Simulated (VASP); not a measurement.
# MoAu6 (Pm-3m) in VASP: a series of runs

Runs on MoAu6. Level: PBE. Tasks: single point.

All numbers are computed with VASP 6.6.1; they aren't measurements. Logs are shortened: lines on timing, memory, paths and dates and some standing lists are left out, and cuts for length are marked.

### Step 1. The cell of the first run

Symmetry: Pm-3m, No. 221, cubic system. Conventional cell: a = 6.451 Å, b = 6.451 Å, c = 6.451 Å, α = 90.00°, β = 90.00°, γ = 90.00°. Within 3.4 Å of Au (site symmetry 4mm) lie 5 Au at 2.55 to 2.76 Å.

### Step 2. Single point, PBE

File INCAR:

```
SYSTEM = MoAu6
  ALGO = Normal
  EDIFF = 1E-6
  ENCUT = 520
  GGA = PE
  ISIF = 2
  ISMEAR = 0
  LASPH = .TRUE.
  LCHARG = .TRUE.
  LELF = .TRUE.
  LREAL = .FALSE.
  LVHAR = .TRUE.
  LWAVE = .FALSE.
  NBANDS = 49
  NELM = 100
  PREC = Accurate
  SIGMA = 0.1
```

File KPOINTS:

```
k-points
0
G
  6 6 6
  0 0 0
```

File POSCAR:

```
MoAu6
1.0
    6.4506523152      0.0000000000      0.0000000000
    0.0000000000      6.4506523152      0.0000000000
    0.0000000000      0.0000000000      6.4506523152
Mo Au
1 6
Direct
    0.0000000000      0.0000000000      0.0000000000
    0.8025394995      0.5000000000      0.5000000000
    0.1974605005      0.5000000000      0.5000000000
    0.5000000000      0.5000000000      0.8025394995
    0.5000000000      0.5000000000      0.1974605005
    0.5000000000      0.1974605005      0.5000000000
    0.5000000000      0.8025394995      0.5000000000
```

Potentials or basis: VASP PAW PBE potentials, release 64 (Mo_sv, Au).

The run is started by

```bash
> cat potpaw_PBE.64/Mo_sv/POTCAR potpaw_PBE.64/Au/POTCAR > POTCAR
> mpirun -np 1 vasp_std > vasp.out
```

OUTCAR:

```text
SYSTEM = MoAu6
   EDIFF = 1E-6
   ENCUT = 520
   GGA = PE
   ISIF = 2
   ISMEAR = 0
   LASPH = .TRUE.
   LREAL = .FALSE.
   NELM = 100
   PREC = Accurate

 ion  position               nearest neighbor table
   1  0.000  0.000  0.000-
   2  0.803  0.500  0.500-   3 2.55   4 2.76   5 2.76   6 2.76   7 2.76
   3  0.197  0.500  0.500-   2 2.55   4 2.76   5 2.76   6 2.76   7 2.76
   4  0.500  0.500  0.803-   5 2.55   3 2.76   2 2.76   6 2.76   7 2.76
   5  0.500  0.500  0.197-   4 2.55   3 2.76   2 2.76   6 2.76   7 2.76
   6  0.500  0.197  0.500-   7 2.55   3 2.76   4 2.76   5 2.76   2 2.76
   7  0.500  0.803  0.500-   6 2.55   3 2.76   4 2.76   5 2.76   2 2.76

  LATTYP: Found a simple cubic cell.
 ALAT       =     6.4506523152

  Lattice vectors:

 A1 = (   6.4506523152,   0.0000000000,   0.0000000000)
 A2 = (   0.0000000000,   6.4506523152,   0.0000000000)
 A3 = (   0.0000000000,   0.0000000000,   6.4506523152)

Analysis of symmetry for initial positions (statically):
=====================================================================
 Subroutine PRICEL returns:
 Original cell was already a primitive cell.

 Routine SETGRP: Setting up the symmetry group for a
 simple cubic supercell.

 Subroutine GETGRP returns: Found 48 space group operations
 (whereof 48 operations were pure point group operations)
 out of a pool of 48 trial point group operations.

The static configuration has the point symmetry O_h .

Analysis of symmetry for dynamics (positions and initial velocities):
=====================================================================
 Subroutine PRICEL returns:
 Original cell was already a primitive cell.

 Routine SETGRP: Setting up the symmetry group for a
 simple cubic supercell.

 Subroutine GETGRP returns: Found 48 space group operations
 (whereof 48 operations were pure point group operations)
 out of a pool of 48 trial point group operations.

The dynamic configuration has the point symmetry O_h .

 Subroutine INISYM returns: Found 48 space group operations
 (whereof 48 operations are pure point group operations),
 and found     1 'primitive' translations

----------------------------------------------------------------------------------------

                                     Primitive cell

  volume of cell :     268.4175

  direct lattice vectors                    reciprocal lattice vectors
     6.450652315  0.000000000  0.000000000     0.155023082  0.000000000  0.000000000
     0.000000000  6.450652315  0.000000000     0.000000000  0.155023082  0.000000000
     0.000000000  0.000000000  6.450652315     0.000000000  0.000000000  0.155023082

  length of vectors
     6.450652315  6.450652315  6.450652315     0.155023082  0.155023082  0.155023082

  position of ions in fractional coordinates (direct lattice)
     0.000000000  0.000000000  0.000000000
     0.802539499  0.500000000  0.500000000
     0.197460501  0.500000000  0.500000000
     0.500000000  0.500000000  0.802539499
     0.500000000  0.500000000  0.197460501
     0.500000000  0.197460501  0.500000000
     0.500000000  0.802539499  0.500000000

  ion indices of the primitive-cell ions
   primitive index   ion index
                 1           1
                 2           2
                 3           3
                 4           4
                 5           5
                 6           6
                 7           7

----------------------------------------------------------------------------------------

 KPOINTS: k-points

Automatic generation of k-mesh.
 Grid dimensions read from file:
 generate k-points for:    6    6    6

 Generating k-lattice:

  Cartesian coordinates                     Fractional coordinates (reciprocal lattice)
     0.025837180  0.000000000  0.000000000     0.166666667  0.000000000  0.000000000
     0.000000000  0.025837180  0.000000000     0.000000000  0.166666667  0.000000000
     0.000000000  0.000000000  0.025837180     0.000000000  0.000000000  0.166666667

  Length of vectors
     0.025837180  0.025837180  0.025837180

  Shift w.r.t. Gamma in fractional coordinates (k-lattice)
     0.000000000  0.000000000  0.000000000

 Subroutine IBZKPT returns following result:
 ===========================================

 Found     20 irreducible k-points:

 Following reciprocal coordinates:
            Coordinates               Weight
  0.000000  0.000000  0.000000      1.000000
  0.166667  0.000000  0.000000      6.000000
  0.333333  0.000000  0.000000      6.000000
  0.500000  0.000000  0.000000      3.000000
  0.166667  0.166667  0.000000     12.000000
  0.333333  0.166667  0.000000     24.000000
[... 12 lines left out ...]
  0.500000  0.500000  0.333333      6.000000
  0.500000  0.500000  0.500000      1.000000
   k-points           NKPTS =     20   k-points in BZ     NKDIM =     20   number of bands    NBANDS=     49
   number of dos      NEDOS =    301   number of ions     NIONS =      7
   total plane-waves  NPLWV = 110592
   dimension x,y,z NGX =    48 NGY =   48 NGZ =   48
   dimension x,y,z NGXF=    96 NGYF=   96 NGZF=   96
   ions per type =               1   6
   NGX,Y,Z   is equivalent  to a cutoff of  12.37, 12.37, 12.37 a.u.
   NGXF,Y,Z  is equivalent  to a cutoff of  24.74, 24.74, 24.74 a.u.
 SYSTEM =  MoAu6
   PREC   = accura    normal or accurate (medium, high low for compatibility)
   ISTART =      0    job   : 0-new  1-cont  2-samecut
   ICHARG =      2    charge: 1-file 2-atom 10-const
   ISPIN  =      1    spin polarized calculation?
   LNONCOLLINEAR =      F non collinear calculations
   LSORBIT =      F    spin-orbit coupling
   LASPH  =      T    aspherical Exc in radial PAW
   ENCUT  =  520.0 eV  38.22 Ry    6.18 a.u.  11.99 11.99 11.99*2*pi/ulx,y,z
   NELM   =    100;   NELMIN=  2; NELMDL= -5     # of ELM steps
   EDIFF  = 0.1E-05   stopping-criterion for ELM
   LREAL  =      F    real-space projection
   EDIFFG = 0.1E-04   stopping-criterion for IOM
   NSW    =      0    number of steps for IOM
   IBRION =     -1    ionic relax: 0-MD 1-quasi-New 2-CG
   NFREE  =      0    steps in history (QN), initial steepest desc. (CG)
   ISIF   =      2    stress and relaxation
   ISYM   =      2    0-nonsym 1-usesym 2-fastsym
   POTIM  = 0.5000    time-step for ionic-motion
   TEBEG  =    0.0;   TEEND  =   0.0 temperature during run
   PSTRESS=    0.0 pullay stress
   NELECT =      80.0000    total number of electrons
   NUPDOWN=      -1.0000    fix difference up-down
   EMIN   =  10.00;   EMAX   =-10.00  energy-range for DOS
   EFERMI =   0.00;   METHOD = LEGACY
   ISMEAR =     0;   SIGMA  =   0.10  broadening in eV -4-tet -1-fermi 0-gaus
   EFERMI_NEDOS =   21; number of points for ismear=-14 and -15
   IALGO  =     38    algorithm
   IMIX   =      4    mixing-type and parameters
     AMIX     =   0.40;   BMIX     =  1.00
     AMIX_MAG =   1.60;   BMIX_MAG =  1.00
  volume/ion in A,a.u.               =      38.35       258.77
  Fermi-wavevector in a.u.,A,eV,Ry     =   1.093540  2.066490 16.270240  1.195829
  Thomas-Fermi vector in A             =   2.229827
   LORBIT       =      0    0 simple, 1 ext, 2 COOP (PROOUT), +10 PAW based schemes
   GGA     = PE    functional components
   LHFCALC =     F    Hartree Fock is set to
   AEXX    =    0.0000 exact exchange contribution
   IVDW    =     0    specifies the selected vdW correction
   LEPSILON=     F    determine dielectric tensor
   LRPA    =     F    only Hartree local field effects (RPA)
 non-spin polarized calculation
 Gauss-broadening in eV      SIGMA  =   0.10
  energy-cutoff  :      520.00
  volume of cell :      268.42
 maximum number of plane-waves:      7262
 NGX is ok and might be reduce to    48
   NGX = 23   NGY = 23   NGZ = 23

 number of electron      80.0000011 magnetization

 Free energy of the ion-electron system (eV)
  ---------------------------------------------------
  ext. energy  EPLUGINS =         0.00000000
  ---------------------------------------------------
  free energy    TOTEN  =       -17.24480323 eV

  energy without entropy =      -17.02687878  energy(sigma->0) =      -17.13584101

 E-fermi :   1.5061     XC(G=0):  -7.9117

 val. band max:        1.5015668345   @ k =   0.5000   0.3333   0.3333
 cond. band min:       1.5073014593   @ k =   0.1667   0.1667   0.0000
 fundamental gap:      0.0057346248
 Fermi energy:         1.5060548033

 k-point     1 :       0.0000    0.0000    0.0000
  band No.  band energies     occupation
      1     -59.2962      2.00000
      2     -33.4286      2.00000
      3     -33.4286      2.00000
      4     -33.4286      2.00000
      5      -5.9178      2.00000
      6      -3.4061      2.00000
[... 41 lines left out ...]
     48       6.2402      0.00000
     49       6.2402      0.00000

 k-point     2 :       0.1667    0.0000    0.0000
  band No.  band energies     occupation
      1     -59.2962      2.00000
      2     -33.4286      2.00000
      3     -33.4286      2.00000
      4     -33.4286      2.00000
      5      -5.8377      2.00000
      6      -3.5712      2.00000
[... 41 lines left out ...]
     48       5.7316      0.00000
     49       5.7316      0.00000

 k-point     3 :       0.3333    0.0000    0.0000
  band No.  band energies     occupation
      1     -59.2962      2.00000
      2     -33.4286      2.00000
      3     -33.4286      2.00000
      4     -33.4286      2.00000
      5      -5.6456      2.00000
      6      -3.8973      2.00000
[... 41 lines left out ...]
     48       4.9226      0.00000
     49       4.9226      0.00000

 k-point     4 :       0.5000    0.0000    0.0000
  band No.  band energies     occupation
      1     -59.2962      2.00000
      2     -33.4286      2.00000
      3     -33.4286      2.00000
      4     -33.4286      2.00000
      5      -5.5230      2.00000
      6      -4.0772      2.00000
[... 769 lines left out ...]
     48       5.6722      0.00000
     49       6.2388      0.00000

 k-point    19 :       0.5000    0.5000    0.3333
  band No.  band energies     occupation
      1     -59.2962      2.00000
      2     -33.4286      2.00000
      3     -33.4286      2.00000
      4     -33.4286      2.00000
      5      -4.5124      2.00000
      6      -3.8436      2.00000
[... 41 lines left out ...]
     48       6.0598      0.00000
     49       7.2685      0.00000

 k-point    20 :       0.5000    0.5000    0.5000
  band No.  band energies     occupation
      1     -59.2962      2.00000
      2     -33.4286      2.00000
      3     -33.4286      2.00000
      4     -33.4286      2.00000
      5      -4.0798      2.00000
      6      -3.7924      2.00000
[... 41 lines left out ...]
     48       7.5235      0.00000
     49       7.5235      0.00000

------------------------ aborting loop because EDIFF is reached ----------------------------------------

  FORCE on cell =-STRESS in cart. coord.  units (eV):
  Direction    XX          YY          ZZ          XY          YZ          ZX
  --------------------------------------------------------------------------------------
  -------------------------------------------------------------------------------------
  Total       -0.1496225     -0.1496225     -0.1496225      0.0000000      0.0000000     -0.0000000
  in kB       -0.8930930     -0.8930930     -0.8930930      0.0000000      0.0000000     -0.0000000
  external PRESSURE =      -0.8930930 kB  Pullay stress =       0.0000000 kB

 VOLUME and BASIS-vectors are now :
 -----------------------------------------------------------------------------
  energy-cutoff  :      520.00
  volume of cell :      268.42
      direct lattice vectors                 reciprocal lattice vectors
     6.450652315  0.000000000  0.000000000     0.155023082  0.000000000  0.000000000
     0.000000000  6.450652315  0.000000000     0.000000000  0.155023082  0.000000000
     0.000000000  0.000000000  6.450652315     0.000000000  0.000000000  0.155023082

 POSITION                                       TOTAL-FORCE (eV/Angst)
 -----------------------------------------------------------------------------------
      0.00000      0.00000      0.00000        -0.000000      0.000000     -0.000000
      5.17690      3.22533      3.22533         0.000302      0.000000     -0.000000
      1.27375      3.22533      3.22533        -0.000302     -0.000000     -0.000000
      3.22533      3.22533      5.17690        -0.000000      0.000000      0.000302
      3.22533      3.22533      1.27375        -0.000000     -0.000000     -0.000302
      3.22533      1.27375      3.22533        -0.000000     -0.000302     -0.000000
      3.22533      5.17690      3.22533        -0.000000      0.000302     -0.000000
 -----------------------------------------------------------------------------------
    total drift:                                0.000000     -0.000000     -0.000000

  FREE ENERGIE OF THE ION-ELECTRON SYSTEM (eV)
  ---------------------------------------------------
  free  energy   TOTEN  =       -17.2448032334 eV

  energy  without entropy=      -17.0268787835  energy(sigma->0) =      -17.13584101
```

Run time: 3.6 min. Hardware: 1 thread of Intel Xeon 6975P-C (Granite Rapids), shared host; peak memory 0.46 GiB.

Results:

* Free energy: -17.2448 eV
* Pressure: -0.1 GPa
* Band gap on the k mesh: zero (band 40 reaches 1.53 eV, above the bottom of band 41 at 1.47 eV)

Levels at points of the mesh, in eV from the Fermi level:
```csv
k point,band 37,band 38,band 39,band 40,band 41,band 42,band 43,band 44
"(0.00, 0.00, 0.00)",-0.31,0.01,0.01,0.01,0.11,0.27,0.27,0.34
"(0.50, 0.00, 0.00)",-0.05,-0.05,-0.04,0.01,0.01,0.02,0.75,0.83
"(0.50, 0.50, 0.00)",-1.10,-0.20,-0.10,-0.03,-0.03,0.02,0.17,0.57
"(0.50, 0.50, 0.50)",-1.09,-1.09,0.03,0.03,0.15,0.15,0.15,0.56
```

Caveat: spin-orbit coupling is left out, which moves the levels of the heavy elements.

(Part 1 of 2 ends here.)
